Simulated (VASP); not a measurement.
Input of a VASP 6.6.1 run:

INCAR

```
SYSTEM = SbS2
ALGO = Normal
EDIFF = 1E-7
ENCUT = 520
GGA = PE
ISIF = 2
ISMEAR = 0
LASPH = .TRUE.
LCHARG = .TRUE.
LELF = .TRUE.
LREAL = .FALSE.
LVHAR = .TRUE.
LWAVE = .FALSE.
NBANDS = 26
NELM = 100
PREC = Accurate
SIGMA = 0.1
```

KPOINTS

```
k-points
0
G
  4 4 4
  0 0 0
```

The input POSCAR:

```
SbS2
1.0
    5.0268365716     -2.5481401846      0.0000000000
    5.0268365716      2.5481401846      0.0000000000
    0.0000000000      0.0000000000      5.1369253411
Sb S
2 4
Direct
    0.7231287994      0.2768712006      0.7500000000
    0.2768712006      0.7231287994      0.2500000000
    0.8665233430      0.4110677516      0.2500000000
    0.5889322484      0.1334766570      0.2500000000
    0.4110677516      0.8665233430      0.7500000000
    0.1334766570      0.5889322484      0.7500000000
```

Potentials or basis: VASP PAW PBE potentials, release 64 (Sb, S).

Launch:

```sh
$ cat potpaw_PBE.64/Sb/POTCAR potpaw_PBE.64/S/POTCAR > POTCAR
$ mpirun -np 1 vasp_std > vasp.out
```

Task: Predict the pressure.

Result: -0.2 GPa.

Task: Predict the largest force.

Result: 0.027 eV/Å.

Task: What does it give for the band gap on the k mesh?

Result: Zero (band 17 reaches 6.85 eV, above the bottom of band 18 at 5.60 eV).

Forces on the atoms (eV/Å):
```
Sb   0.000  0.004  0.000
Sb   0.000 -0.004  0.000
S   -0.026  0.007  0.000
S    0.026  0.007  0.000
S   -0.026 -0.007  0.000
S    0.026 -0.007  0.000
```

Caveat: spin-orbit coupling is left out, which moves the levels of the heavy elements.
